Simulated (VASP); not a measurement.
# AlAs (F-43m) in VASP: further runs

Aim: see how the results for AlAs move with the level of theory and the settings. Levels: r2SCAN, r2SCAN+D3(BJ). Tasks: single point.

All numbers are computed with VASP 6.6.1; they aren't measurements. Logs are shortened: lines on timing, memory, paths and dates and some standing lists are left out, and cuts for length are marked.

### Step 1. The cell of the first run

The structure is cubic, space group F-43m (No. 216). The conventional cell has a = 5.601 Å, b = 5.601 Å, c = 5.601 Å, α = 90.00°, β = 90.00°, γ = 90.00°. Within 3.2 Å of Al (site symmetry -43m) lie 4 As at 2.43 Å. As (site symmetry -43m) has 4 Al at 2.43 Å within 3.2 Å.

### Step 2. Single point, r2SCAN (21.97 Å³/atom)

Contents of POSCAR:

```
AlAs
1.0
    0.0000000000      2.8005968171      2.8005968171
    2.8005968171      0.0000000000      2.8005968171
    2.8005968171      2.8005968171      0.0000000000
Al As
1 1
Direct
    0.0000000000      0.0000000000      0.0000000000
    0.7500000000      0.7500000000      0.7500000000
```

Contents of INCAR.step1:

```
  PREC = Accurate
  ENCUT = 550
  ISMEAR = 0
  SIGMA = 0.05
  LREAL = F
  LASPH = T
  NELM = 120
  NBANDS = 11
  GGA = PE
  ALGO = Normal
  EDIFF = 1E-5
  LWAVE = T
  LCHARG = F
  GGA_COMPAT = F
```

Contents of INCAR.step2:

```
  PREC = Accurate
  ENCUT = 550
  EDIFF = 1E-6
  ISMEAR = 0
  SIGMA = 0.05
  LREAL = F
  LASPH = T
  NELM = 120
  ALGO = Normal
  ISIF = 2
  LWAVE = F
  LCHARG = F
  METAGGA = R2SCAN
  LMIXTAU = T
  NBANDS = 11
  ISTART = 1
  GGA_COMPAT = F
```

Contents of KPOINTS:

```
regular mesh
0
Gamma
  8 8 8
```

Potentials or basis: VASP PAW PBE potentials, release 64 (Al, As).

Command:

```
cat potpaw_PBE.64/Al/POTCAR potpaw_PBE.64/As/POTCAR > POTCAR
cp INCAR.step1 INCAR
mpirun -np 1 vasp_std > vasp.out
cp INCAR.step2 INCAR
mpirun -np 1 vasp_std > vasp.out
```

OUTCAR:

```text
PREC = Accurate
   ENCUT = 550
   EDIFF = 1E-6
   ISMEAR = 0
   LREAL = F
   LASPH = T
   NELM = 120
   ISIF = 2
   METAGGA = R2SCAN
   ISTART = 1

 ion  position               nearest neighbor table
   1  0.000  0.000  0.000-   2 2.43   2 2.43   2 2.43   2 2.43
   2  0.750  0.750  0.750-   1 2.43   1 2.43   1 2.43   1 2.43

  LATTYP: Found a face centered cubic cell.
 ALAT       =     5.6011936342

  Lattice vectors:

 A1 = (   0.0000000000,   2.8005968171,   2.8005968171)
 A2 = (   2.8005968171,   0.0000000000,   2.8005968171)
 A3 = (   2.8005968171,   2.8005968171,   0.0000000000)

Analysis of symmetry for initial positions (statically):
=====================================================================
 Subroutine PRICEL returns:
 Original cell was already a primitive cell.

 Routine SETGRP: Setting up the symmetry group for a
 face centered cubic supercell.

 Subroutine GETGRP returns: Found 24 space group operations
 (whereof 24 operations were pure point group operations)
 out of a pool of 48 trial point group operations.

The static configuration has the point symmetry T_d .

Analysis of symmetry for dynamics (positions and initial velocities):
=====================================================================
 Subroutine PRICEL returns:
 Original cell was already a primitive cell.

 Routine SETGRP: Setting up the symmetry group for a
 face centered cubic supercell.

 Subroutine GETGRP returns: Found 24 space group operations
 (whereof 24 operations were pure point group operations)
 out of a pool of 48 trial point group operations.

The dynamic configuration has the point symmetry T_d .

 Subroutine INISYM returns: Found 24 space group operations
 (whereof 24 operations are pure point group operations),
 and found     1 'primitive' translations

----------------------------------------------------------------------------------------

                                     Primitive cell

  volume of cell :      43.9321

  direct lattice vectors                    reciprocal lattice vectors
     0.000000000  2.800596817  2.800596817    -0.178533374  0.178533374  0.178533374
     2.800596817  0.000000000  2.800596817     0.178533374 -0.178533374  0.178533374
     2.800596817  2.800596817  0.000000000     0.178533374  0.178533374 -0.178533374

  length of vectors
     3.960642001  3.960642001  3.960642001     0.309228875  0.309228875  0.309228875

  position of ions in fractional coordinates (direct lattice)
     0.000000000  0.000000000  0.000000000
     0.750000000  0.750000000  0.750000000

  ion indices of the primitive-cell ions
   primitive index   ion index
                 1           1
                 2           2

----------------------------------------------------------------------------------------

 KPOINTS: regular mesh

Automatic generation of k-mesh.
 Grid dimensions read from file:
 generate k-points for:    8    8    8

 Generating k-lattice:

  Cartesian coordinates                     Fractional coordinates (reciprocal lattice)
    -0.022316672  0.022316672  0.022316672     0.125000000  0.000000000  0.000000000
     0.022316672 -0.022316672  0.022316672     0.000000000  0.125000000  0.000000000
     0.022316672  0.022316672 -0.022316672     0.000000000  0.000000000  0.125000000

  Length of vectors
     0.038653609  0.038653609  0.038653609

  Shift w.r.t. Gamma in fractional coordinates (k-lattice)
     0.000000000  0.000000000  0.000000000

 Subroutine IBZKPT returns following result:
 ===========================================

 Found     29 irreducible k-points:

 Following reciprocal coordinates:
            Coordinates               Weight
  0.000000  0.000000  0.000000      1.000000
  0.125000  0.000000  0.000000      8.000000
  0.250000  0.000000  0.000000      8.000000
  0.375000  0.000000  0.000000      8.000000
  0.500000  0.000000  0.000000      4.000000
  0.125000  0.125000  0.000000      6.000000
[... 16 lines left out ...]
  0.500000  0.250000  0.125000     48.000000
 -0.375000  0.250000  0.125000     24.000000
 [... further k-points ...]
   k-points           NKPTS =     29   k-points in BZ     NKDIM =     29   number of bands    NBANDS=     11
   number of dos      NEDOS =    301   number of ions     NIONS =      2
   total plane-waves  NPLWV =  27000
   dimension x,y,z NGX =    30 NGY =   30 NGZ =   30
   dimension x,y,z NGXF=    60 NGYF=   60 NGZF=   60
   ions per type =               1   1
   NGX,Y,Z   is equivalent  to a cutoff of  12.59, 12.59, 12.59 a.u.
   NGXF,Y,Z  is equivalent  to a cutoff of  25.18, 25.18, 25.18 a.u.
 SYSTEM =  unknown system
   PREC   = accura    normal or accurate (medium, high low for compatibility)
   ISTART =      1    job   : 0-new  1-cont  2-samecut
   ICHARG =      0    charge: 1-file 2-atom 10-const
   ISPIN  =      1    spin polarized calculation?
   LNONCOLLINEAR =      F non collinear calculations
   LSORBIT =      F    spin-orbit coupling
   LASPH  =      T    aspherical Exc in radial PAW
   ENCUT  =  550.0 eV  40.42 Ry    6.36 a.u.   7.57  7.57  7.57*2*pi/ulx,y,z
   NELM   =    120;   NELMIN=  2; NELMDL=  0     # of ELM steps
   EDIFF  = 0.1E-05   stopping-criterion for ELM
   LREAL  =      F    real-space projection
   EDIFFG = 0.1E-04   stopping-criterion for IOM
   NSW    =      0    number of steps for IOM
   IBRION =     -1    ionic relax: 0-MD 1-quasi-New 2-CG
   NFREE  =      0    steps in history (QN), initial steepest desc. (CG)
   ISIF   =      2    stress and relaxation
   ISYM   =      2    0-nonsym 1-usesym 2-fastsym
   POTIM  = 0.5000    time-step for ionic-motion
   TEBEG  =    0.0;   TEEND  =   0.0 temperature during run
   PSTRESS=    0.0 pullay stress
   NELECT =       8.0000    total number of electrons
   NUPDOWN=      -1.0000    fix difference up-down
   EMIN   =  10.00;   EMAX   =-10.00  energy-range for DOS
   EFERMI =   0.00;   METHOD = LEGACY
   ISMEAR =     0;   SIGMA  =   0.05  broadening in eV -4-tet -1-fermi 0-gaus
   EFERMI_NEDOS =   21; number of points for ismear=-14 and -15
   IALGO  =     38    algorithm
   IMIX   =      4    mixing-type and parameters
     AMIX     =   0.40;   BMIX     =  1.00
     AMIX_MAG =   1.60;   BMIX_MAG =  1.00
  volume/ion in A,a.u.               =      21.97       148.23
  Fermi-wavevector in a.u.,A,eV,Ry     =   0.927921  1.753516 11.715119  0.861037
  Thomas-Fermi vector in A             =   2.054042
   LORBIT       =      0    0 simple, 1 ext, 2 COOP (PROOUT), +10 PAW based schemes
   METAGGA = R2SCAN    functional components
   LHFCALC =     F    Hartree Fock is set to
   AEXX    =    0.0000 exact exchange contribution
   IVDW    =     0    specifies the selected vdW correction
   LEPSILON=     F    determine dielectric tensor
   LRPA    =     F    only Hartree local field effects (RPA)
 non-spin polarized calculation
 Gauss-broadening in eV      SIGMA  =   0.05
  energy-cutoff  :      550.00
  volume of cell :       43.93
 maximum number of plane-waves:      1305
   NGX = 15   NGY = 15   NGZ = 15

 number of electron       8.0000001 magnetization

 Free energy of the ion-electron system (eV)
  ---------------------------------------------------
  ext. energy  EPLUGINS =         0.00000000
  ---------------------------------------------------
  free energy    TOTEN  =       -22.67731868 eV

  energy without entropy =      -22.67731868  energy(sigma->0) =      -22.67731868

 E-fermi :   4.2366     XC(G=0):  -9.5754

 val. band max:        3.9389922816   @ k =   0.0000   0.0000   0.0000
 cond. band min:       5.6796140246   @ k =   0.5000   0.5000   0.0000
 fundamental gap:      1.7406217430
 Fermi energy:         4.2366317166

 k-point     1 :       0.0000    0.0000    0.0000
  band No.  band energies     occupation
      1      -8.5666      2.00000
      2       3.9390      2.00000
      3       3.9390      2.00000
      4       3.9390      2.00000
      5       6.9240      0.00000
      6       8.7105      0.00000
      7       8.7105      0.00000
      8       8.7105      0.00000
      9      13.5230      0.00000
     10      13.5230      0.00000
     11      13.8845      0.00000

 k-point     2 :       0.1250    0.0000    0.0000
  band No.  band energies     occupation
      1      -8.3998      2.00000
      2       2.5432      2.00000
      3       3.7699      2.00000
      4       3.7699      2.00000
      5       7.5230      0.00000
      6       9.0128      0.00000
      7       9.0128      0.00000
      8       9.2483      0.00000
      9      12.9176      0.00000
     10      12.9176      0.00000
     11      14.5884      0.00000

 k-point     3 :       0.2500    0.0000    0.0000
  band No.  band energies     occupation
      1      -7.9357      2.00000
      2       0.4651      2.00000
      3       3.4339      2.00000
      4       3.4339      2.00000
      5       7.2271      0.00000
      6       9.3606      0.00000
      7       9.3606      0.00000
      8      11.2233      0.00000
      9      12.8468      0.00000
     10      12.8468      0.00000
     11      14.2331      0.00000

 k-point     4 :       0.3750    0.0000    0.0000
  band No.  band energies     occupation
      1      -7.3309      2.00000
      2      -1.2094      2.00000
      3       3.1638      2.00000
      4       3.1638      2.00000
      5       6.8584      0.00000
      6       9.2046      0.00000
      7       9.2046      0.00000
      8      12.4228      0.00000
      9      14.2876      0.00000
     10      14.2876      0.00000
     11      14.7481      0.00000
[... 239 lines left out ...]
 k-point    22 :       0.3750    0.2500    0.1250
  band No.  band energies     occupation
      1      -7.5461      2.00000
      2       0.0923      2.00000
      3       1.8816      2.00000
      4       2.9153      2.00000
      5       7.9970      0.00000
      6       8.9158      0.00000
      7       9.7430      0.00000
      8      11.1403      0.00000
      9      12.8676      0.00000
     10      15.2877      0.00000
     11      17.1039      0.00000

 k-point    23 :       0.5000    0.2500    0.1250
  band No.  band energies     occupation
      1      -6.9996      2.00000
      2      -1.0178      2.00000
      3       1.2760      2.00000
      4       2.5053      2.00000
      5       8.1182      0.00000
      6       8.9663      0.00000
      7      10.3493      0.00000
      8      11.4729      0.00000
      9      14.1337      0.00000
     10      15.4558      0.00000
     11      17.1292      0.00000

 k-point    24 :      -0.3750    0.2500    0.1250
  band No.  band energies     occupation
      1      -6.7142      2.00000
      2      -1.5504      2.00000
      3       1.1262      2.00000
      4       2.3064      2.00000
      5       8.1226      0.00000
      6       8.6979      0.00000
      7      11.3047      0.00000
      8      12.2926      0.00000
      9      13.1227      0.00000
     10      15.8604      0.00000
     11      17.3270      0.00000

 [... further k-points ...]

------------------------ aborting loop because EDIFF is reached ----------------------------------------

  FORCE on cell =-STRESS in cart. coord.  units (eV):
  Direction    XX          YY          ZZ          XY          YZ          ZX
  --------------------------------------------------------------------------------------
  -------------------------------------------------------------------------------------
  Total        0.9193681      0.9193681      0.9193681      0.0000000      0.0000000      0.0000000
  in kB       33.5288167     33.5288167     33.5288167      0.0000000      0.0000000      0.0000000
  external PRESSURE =      33.5288167 kB  Pullay stress =       0.0000000 kB

 VOLUME and BASIS-vectors are now :
 -----------------------------------------------------------------------------
  energy-cutoff  :      550.00
  volume of cell :       43.93
      direct lattice vectors                 reciprocal lattice vectors
     0.000000000  2.800596817  2.800596817    -0.178533374  0.178533374  0.178533374
     2.800596817  0.000000000  2.800596817     0.178533374 -0.178533374  0.178533374
     2.800596817  2.800596817  0.000000000     0.178533374  0.178533374 -0.178533374

 POSITION                                       TOTAL-FORCE (eV/Angst)
 -----------------------------------------------------------------------------------
      0.00000      0.00000      0.00000         0.000000      0.000000      0.000000
      4.20090      4.20090      4.20090        -0.000000     -0.000000     -0.000000
 -----------------------------------------------------------------------------------
    total drift:                               -0.000000     -0.000000     -0.000000

  FREE ENERGIE OF THE ION-ELECTRON SYSTEM (eV)
  ---------------------------------------------------
  free  energy   TOTEN  =       -22.6773186821 eV

  energy  without entropy=      -22.6773186821  energy(sigma->0) =      -22.67731868
```

Run time: 61 s. Hardware: 1 thread of Intel Xeon 6975P-C (Granite Rapids), shared host; peak memory 0.17 GiB.

Results:

```yaml
Free_energy: -22.6773 eV
Pressure: 3.4 GPa
Band_gap_on_the_k_mesh: 1.74 eV (least direct gap 2.98 eV)
```

Caveat: the cell stands under pressure; the PAW data sets were made with another functional, which shifts forces and pressure a little. A k mesh can miss the band edges.

(Part 1 of 2 ends here.)
